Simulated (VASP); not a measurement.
# Si3N4 (P6_3/m) in VASP: relaxation of cell and atoms with PBE

Aim: the relaxation of cell and atoms of Si3N4 with PBE.

Everything below comes from runs of VASP 6.6.1. Logs are shortened: lines on timing, memory, paths and dates and some standing lists are left out, and cuts for length are marked.

### 1 The cell of the first run

Symmetry: P6_3/m, No. 176, hexagonal system. The conventional cell has a = 7.619 Å, b = 7.619 Å, c = 2.911 Å, α = 90.00°, β = 90.00°, γ = 120.00°. Within 2.3 Å of Si (site symmetry m) lie 4 N at 1.73 to 1.74 Å. Within 2.3 Å of N (site symmetry m) lie 3 Si at 1.74 Å. N (site symmetry -6) has 3 Si at 1.73 Å within 2.3 Å.

### 2 Relaxation of cell and atoms, PBE

INCAR reads:

```
PREC = Accurate ; ENCUT = 600
EDIFF = 1E-6 ; ISMEAR = 0
SIGMA = 0.02 ; LREAL = F
LASPH = T ; NELM = 100
ALGO = Normal ; ISIF = 3
LWAVE = F ; LCHARG = F
GGA = PE ; IBRION = 2
NSW = 70 ; EDIFFG = -0.005
```

KPOINTS reads:

```
Automatic mesh
0
Gamma
  6 6 8
```

POSCAR reads:

```
Si3N4
1.0
    7.6192367481      0.0000000000      0.0000000000
   -3.8096183740      6.5984525813      0.0000000000
    0.0000000000      0.0000000000      2.9112990899
Si N
6 8
Direct
    0.7678317162      0.1740753499      0.3256285714
    0.5937563663      0.7678317162      0.8256285714
    0.8259246501      0.5937563663      0.3256285714
    0.2321682838      0.8259246501      0.8256285714
    0.4062436337      0.2321682838      0.3256285714
    0.1740753499      0.4062436337      0.8256285714
    0.0298827494      0.3299417877      0.3256285714
    0.6999409617      0.0298827494      0.8256285714
    0.6700582123      0.6999409617      0.3256285714
    0.9701172506      0.6700582123      0.8256285714
    0.3000590383      0.9701172506      0.3256285714
    0.3299417877      0.3000590383      0.8256285714
    0.3333333333      0.6666666667     -0.1743714286
    0.6666666667      0.3333333333      0.3256285714
```

Potentials or basis: VASP PAW PBE potentials, release 64 (Si, N).

Launch:

```console
$ cat potpaw_PBE.64/Si/POTCAR potpaw_PBE.64/N/POTCAR > POTCAR
$ mpirun -np 1 vasp_std > vasp.out
```

OUTCAR:

```text
PREC = Accurate
   ENCUT = 600
   EDIFF = 1E-6
   ISMEAR = 0
   LREAL = F
   LASPH = T
   NELM = 100
   ISIF = 3
   GGA = PE
   IBRION = 2
   NSW = 70
   EDIFFG = -0.005

 ion  position               nearest neighbor table
   1  0.768  0.174  0.326-  14 1.73   8 1.74   8 1.74   7 1.74   3 3.00   5 3.00   2 3.06   2 3.06
                             6 3.06   6 3.06
   2  0.594  0.768  0.826-  13 1.73   9 1.74   9 1.74   8 1.74   4 3.00   6 3.00   3 3.06   3 3.06
                             1 3.06   1 3.06
   3  0.826  0.594  0.326-  14 1.73  10 1.74  10 1.74   9 1.74   1 3.00   5 3.00   2 3.06   2 3.06
                             4 3.06   4 3.06
   4  0.232  0.826  0.826-  13 1.73  11 1.74  11 1.74  10 1.74   6 3.00   2 3.00   5 3.06   5 3.06
                             3 3.06   3 3.06
   5  0.406  0.232  0.326-  14 1.73  12 1.74  12 1.74  11 1.74   1 3.00   3 3.00   6 3.06   6 3.06
                             4 3.06   4 3.06
   6  0.174  0.406  0.826-  13 1.73   7 1.74   7 1.74  12 1.74   4 3.00   2 3.00   5 3.06   5 3.06
                             1 3.06   1 3.06
   7  0.030  0.330  0.326-   6 1.74   6 1.74   1 1.74
   8  0.700  0.030  0.826-   1 1.74   1 1.74   2 1.74
   9  0.670  0.700  0.326-   2 1.74   2 1.74   3 1.74
  10  0.970  0.670  0.826-   3 1.74   3 1.74   4 1.74
  11  0.300  0.970  0.326-   4 1.74   4 1.74   5 1.74
  12  0.330  0.300  0.826-   5 1.74   5 1.74   6 1.74
  13  0.333  0.667  0.826-   4 1.73   6 1.73   2 1.73
  14  0.667  0.333  0.326-   1 1.73   3 1.73   5 1.73

  LATTYP: Found a hexagonal cell.
 ALAT       =     7.6192367481
 C/A-ratio  =     0.3820985206

  Lattice vectors:

 A1 = (   7.6192367481,   0.0000000000,   0.0000000000)
 A2 = (  -3.8096183740,   6.5984525813,   0.0000000000)
 A3 = (   0.0000000000,   0.0000000000,   2.9112990899)

Analysis of symmetry for initial positions (statically):
=====================================================================
 Subroutine PRICEL returns:
 Original cell was already a primitive cell.

 Routine SETGRP: Setting up the symmetry group for a
 hexagonal supercell.

 Subroutine GETGRP returns: Found 12 space group operations
 (whereof  3 operations were pure point group operations)
 out of a pool of 24 trial point group operations.

The static configuration has the point symmetry C_3 .
 The point group associated with its full space group is C_6h.

Analysis of symmetry for dynamics (positions and initial velocities):
=====================================================================
 Subroutine PRICEL returns:
 Original cell was already a primitive cell.

 Routine SETGRP: Setting up the symmetry group for a
 hexagonal supercell.

 Subroutine GETGRP returns: Found 12 space group operations
 (whereof  3 operations were pure point group operations)
 out of a pool of 24 trial point group operations.

The dynamic configuration has the point symmetry C_3 .
 The point group associated with its full space group is C_6h.

 Subroutine INISYM returns: Found 12 space group operations
 (whereof  3 operations are pure point group operations),
 and found     1 'primitive' translations

----------------------------------------------------------------------------------------

                                     Primitive cell

  volume of cell :     146.3661

  direct lattice vectors                    reciprocal lattice vectors
     7.619236748  0.000000000  0.000000000     0.131246742  0.075775342  0.000000000
    -3.809618374  6.598452581  0.000000000     0.000000000  0.151550684  0.000000000
     0.000000000  0.000000000  2.911299090     0.000000000  0.000000000  0.343489270

  length of vectors
     7.619236748  7.619236748  2.911299090     0.151550684  0.151550684  0.343489270

  position of ions in fractional coordinates (direct lattice)
     0.767831716  0.174075350  0.325628571
     0.593756366  0.767831716  0.825628571
     0.825924650  0.593756366  0.325628571
     0.232168284  0.825924650  0.825628571
     0.406243634  0.232168284  0.325628571
     0.174075350  0.406243634  0.825628571
     0.029882749  0.329941788  0.325628571
     0.699940962  0.029882749  0.825628571
     0.670058212  0.699940962  0.325628571
     0.970117251  0.670058212  0.825628571
     0.300059038  0.970117251  0.325628571
     0.329941788  0.300059038  0.825628571
     0.333333333  0.666666667  0.825628571
     0.666666667  0.333333333  0.325628571
[... 41 lines left out ...]

 Found     40 irreducible k-points:

 Following reciprocal coordinates:
            Coordinates               Weight
  0.000000  0.000000  0.000000      1.000000
  0.166667  0.000000  0.000000      6.000000
  0.333333  0.000000  0.000000      6.000000
  0.500000  0.000000  0.000000      3.000000
  0.166667  0.166667  0.000000      6.000000
  0.333333  0.166667  0.000000      6.000000
[... 16 lines left out ...]
 -0.333333  0.500000 -0.250000     12.000000
  0.333333  0.333333  0.250000      4.000000
 [... further k-points ...]
   k-points           NKPTS =     40   k-points in BZ     NKDIM =     40   number of bands    NBANDS=     40
   number of dos      NEDOS =    301   number of ions     NIONS =     14
   total plane-waves  NPLWV =  98304
   dimension x,y,z NGX =    64 NGY =   64 NGZ =   24
   dimension x,y,z NGXF=   128 NGYF=  128 NGZF=   48
   ions per type =               6   8
   NGX,Y,Z   is equivalent  to a cutoff of  13.96, 13.96, 13.70 a.u.
   NGXF,Y,Z  is equivalent  to a cutoff of  27.93, 27.93, 27.41 a.u.
 SYSTEM =  unknown system
   PREC   = accura    normal or accurate (medium, high low for compatibility)
   ISTART =      0    job   : 0-new  1-cont  2-samecut
   ICHARG =      2    charge: 1-file 2-atom 10-const
   ISPIN  =      1    spin polarized calculation?
   LNONCOLLINEAR =      F non collinear calculations
   LSORBIT =      F    spin-orbit coupling
   LASPH  =      T    aspherical Exc in radial PAW
   ENCUT  =  600.0 eV  44.10 Ry    6.64 a.u.  15.22 15.22  5.81*2*pi/ulx,y,z
   NELM   =    100;   NELMIN=  2; NELMDL= -5     # of ELM steps
   EDIFF  = 0.1E-05   stopping-criterion for ELM
   LREAL  =      F    real-space projection
   EDIFFG = -.5E-02   stopping-criterion for IOM
   NSW    =     70    number of steps for IOM
   IBRION =      2    ionic relax: 0-MD 1-quasi-New 2-CG
   NFREE  =      1    steps in history (QN), initial steepest desc. (CG)
   ISIF   =      3    stress and relaxation
   ISYM   =      2    0-nonsym 1-usesym 2-fastsym
   POTIM  = 0.5000    time-step for ionic-motion
   TEBEG  =    0.0;   TEEND  =   0.0 temperature during run
   PSTRESS=    0.0 pullay stress
   NELECT =      64.0000    total number of electrons
   NUPDOWN=      -1.0000    fix difference up-down
   EMIN   =  10.00;   EMAX   =-10.00  energy-range for DOS
   EFERMI =   0.00;   METHOD = LEGACY
   ISMEAR =     0;   SIGMA  =   0.02  broadening in eV -4-tet -1-fermi 0-gaus
   EFERMI_NEDOS =   21; number of points for ismear=-14 and -15
   IALGO  =     38    algorithm
   IMIX   =      4    mixing-type and parameters
     AMIX     =   0.40;   BMIX     =  1.00
     AMIX_MAG =   1.60;   BMIX_MAG =  1.00
  volume/ion in A,a.u.               =      10.45        70.55
  Fermi-wavevector in a.u.,A,eV,Ry     =   1.242571  2.348119 21.007174  1.543984
  Thomas-Fermi vector in A             =   2.376920
   LORBIT       =      0    0 simple, 1 ext, 2 COOP (PROOUT), +10 PAW based schemes
   GGA     = PE    functional components
   LHFCALC =     F    Hartree Fock is set to
   AEXX    =    0.0000 exact exchange contribution
   IVDW    =     0    specifies the selected vdW correction
   LEPSILON=     F    determine dielectric tensor
   LRPA    =     F    only Hartree local field effects (RPA)
 conjugate gradient relaxation of ions
 non-spin polarized calculation
 Gauss-broadening in eV      SIGMA  =   0.02
  energy-cutoff  :      600.00
  volume of cell :      146.37
 maximum number of plane-waves:      4912
 NGX is ok and might be reduce to    64
   NGX = 31   NGY = 31   NGZ = 11

--------------------------------------- Ionic step        1  -------------------------------------------

 number of electron      64.0000007 magnetization

 Free energy of the ion-electron system (eV)
  ---------------------------------------------------
  ext. energy  EPLUGINS =         0.00000000
  ---------------------------------------------------
  free energy    TOTEN  =      -114.52677378 eV

  energy without entropy =     -114.52677378  energy(sigma->0) =     -114.52677378

------------------------ aborting loop because EDIFF is reached ----------------------------------------

  FORCE on cell =-STRESS in cart. coord.  units (eV):
  Direction    XX          YY          ZZ          XY          YZ          ZX
  --------------------------------------------------------------------------------------
  -------------------------------------------------------------------------------------
  Total        3.3793014      3.3793014      3.2747776     -0.0000000     -0.0000000      0.0000000
  in kB       36.9910896     36.9910896     35.8469326     -0.0000004     -0.0000000      0.0000000
  external PRESSURE =      36.6097039 kB  Pullay stress =       0.0000000 kB
[... 125 lines left out ...]
  FREE ENERGIE OF THE ION-ELECTRON SYSTEM (eV)
  ---------------------------------------------------
  free  energy   TOTEN  =      -114.5512812485 eV

  energy  without entropy=     -114.5512812485  energy(sigma->0) =     -114.55128125

[... ionic steps 4 to 8 ...]

--------------------------------------- Ionic step        9  -------------------------------------------

 number of electron      64.0000004 magnetization

------------------------ aborting loop because EDIFF is reached ----------------------------------------
[... 91 lines left out ...]
--------------------------------------- Ionic step       11  -------------------------------------------

 number of electron      64.0000004 magnetization

 Free energy of the ion-electron system (eV)
  ---------------------------------------------------
  ext. energy  EPLUGINS =         0.00000000
  ---------------------------------------------------
  free energy    TOTEN  =      -114.55228365 eV

  energy without entropy =     -114.55228365  energy(sigma->0) =     -114.55228365

 E-fermi :   6.6580     XC(G=0): -10.7157

 val. band max:        6.5406237863   @ k =   0.0000   0.0000   0.1250
 cond. band min:      10.8088071175   @ k =   0.0000   0.0000   0.0000
 fundamental gap:      4.2681833312
 Fermi energy:         6.6579935629

 k-point     1 :       0.0000    0.0000    0.0000
  band No.  band energies     occupation
      1     -11.5223      2.00000
      2     -10.1022      2.00000
      3     -10.1022      2.00000
      4      -9.4673      2.00000
      5      -9.3321      2.00000
      6      -9.3321      2.00000
[... 1021 lines left out ...]
     39      13.9756      0.00000
     40      14.2364      0.00000

 [... further k-points ...]

------------------------ aborting loop because EDIFF is reached ----------------------------------------

  FORCE on cell =-STRESS in cart. coord.  units (eV):
  Direction    XX          YY          ZZ          XY          YZ          ZX
  --------------------------------------------------------------------------------------
  -------------------------------------------------------------------------------------
  Total        0.0177858      0.0177858     -0.0060973     -0.0000000      0.0000000      0.0000000
  in kB        0.1917608      0.1917608     -0.0657388     -0.0000005      0.0000000      0.0000000
  external PRESSURE =       0.1059276 kB  Pullay stress =       0.0000000 kB
[... 29 lines left out ...]
  FREE ENERGIE OF THE ION-ELECTRON SYSTEM (eV)
  ---------------------------------------------------
  free  energy   TOTEN  =      -114.5522836547 eV

  energy  without entropy=     -114.5522836547  energy(sigma->0) =     -114.55228365

 reached required accuracy - stopping structural energy minimisation
```

Wall time 39 min (1 thread of Intel Xeon 8259CL, shared host); peak memory 0.44 GiB.

Results:

| Property | Result |
| --- | --- |
| Free energy | -114.5523 eV |
| Relaxed volume | 10.61 Å³/atom |
| Relaxed cell | a = 7.659 Å, b = 7.659 Å, c = 2.925 Å, α = 90.00°, β = 90.00°, γ = 120.00° |
| Space group after relaxing (to 0.1 Å) | P6_3/m (No. 176) |
| Energy gained by relaxing | 1.8 meV/atom |
| Ionic steps | 11 |
| Pressure after relaxing | 0.0 GPa |
| Largest force after relaxing | 0.005 eV/Å |
| Band gap on the k mesh | 4.27 eV (least direct gap 4.45 eV) |

Forces on the atoms (eV/Å):
```
Si  -0.002  0.004  0.000
Si  -0.005  0.000  0.000
Si  -0.002 -0.004  0.000
Si   0.002 -0.004  0.000
Si   0.005  0.000  0.000
Si   0.002  0.004  0.000
N    0.000  0.004  0.000
N   -0.004  0.002  0.000
N   -0.003 -0.002  0.000
N    0.000 -0.004  0.000
N    0.004 -0.002  0.000
N    0.003  0.002  0.000
N    0.000  0.000  0.000
N    0.000  0.000  0.000
```

The path:
| step | energy change (eV) | largest force (eV/Å) | pressure (GPa) | volume (Å³) |
| --- | --- | --- | --- | --- |
| 1 | 0.0000 | 0.0179 | 3.66 | 146.37 |
| 2 | 0.0181 | 0.0550 | -4.55 | 151.49 |
| 3 | -0.0245 | 0.0266 | -0.02 | 148.55 |
| 4 | -0.0245 | 0.0262 | 0.06 | 148.50 |
| 5 | -0.0248 | 0.0266 | 0.06 | 148.52 |
| 6 | -0.0249 | 0.0310 | 0.06 | 148.53 |
| 7 | -0.0251 | 0.0195 | -0.01 | 148.58 |
| 8 | -0.0251 | 0.0378 | -0.08 | 148.63 |
| 9 | -0.0253 | 0.0289 | -0.07 | 148.63 |
| 10 | -0.0254 | 0.0243 | -0.05 | 148.64 |
| 11 | -0.0255 | 0.0046 | 0.01 | 148.60 |

Final structure:
```yaml
crystal:
  lattice:
    - [7.65934, 0.00000, 0.00000]
    - [-3.82967, 6.63318, 0.00000]
    - [0.00000, 0.00000, 2.92490]
  atoms:
    - { symbol: Si, position: [0.76880, 0.17488, 0.32563] }
    - { symbol: Si, position: [0.59392, 0.76880, 0.82563] }
    - { symbol: Si, position: [0.82512, 0.59392, 0.32563] }
    - { symbol: Si, position: [0.23120, 0.82512, 0.82563] }
    - { symbol: Si, position: [0.40608, 0.23120, 0.32563] }
    - { symbol: Si, position: [0.17488, 0.40608, 0.82563] }
    - { symbol: N, position: [0.03071, 0.32990, 0.32563] }
    - { symbol: N, position: [0.70081, 0.03071, 0.82563] }
    - { symbol: N, position: [0.67010, 0.70081, 0.32563] }
    - { symbol: N, position: [0.96929, 0.67010, 0.82563] }
    - { symbol: N, position: [0.29919, 0.96929, 0.32563] }
    - { symbol: N, position: [0.32990, 0.29919, 0.82563] }
    - { symbol: N, position: [0.33333, 0.66667, 0.82563] }
    - { symbol: N, position: [0.66667, 0.33333, 0.32563] }
```

Levels at points of the mesh, in eV from the valence-band top:
```
           k point  band 28  band 29  band 30  band 31  band 32  band 33  band 34  band 35  band 36  band 37
(0.00, 0.00, 0.00)    -1.25    -1.25    -0.43    -0.38    -0.18     4.27     4.62     4.80     4.80     5.10
(0.50, 0.00, 0.00)    -1.65    -1.32    -0.76    -0.31    -0.23     4.53     4.64     4.80     5.18     5.74
(0.00, 0.00, 0.50)    -1.57    -1.57    -1.57    -1.29    -1.29     4.66     4.66     4.66     4.66     7.22
(0.50, 0.00, 0.50)    -1.83    -1.46    -1.46    -1.01    -1.01     4.71     4.71     5.79     5.79     6.14
```
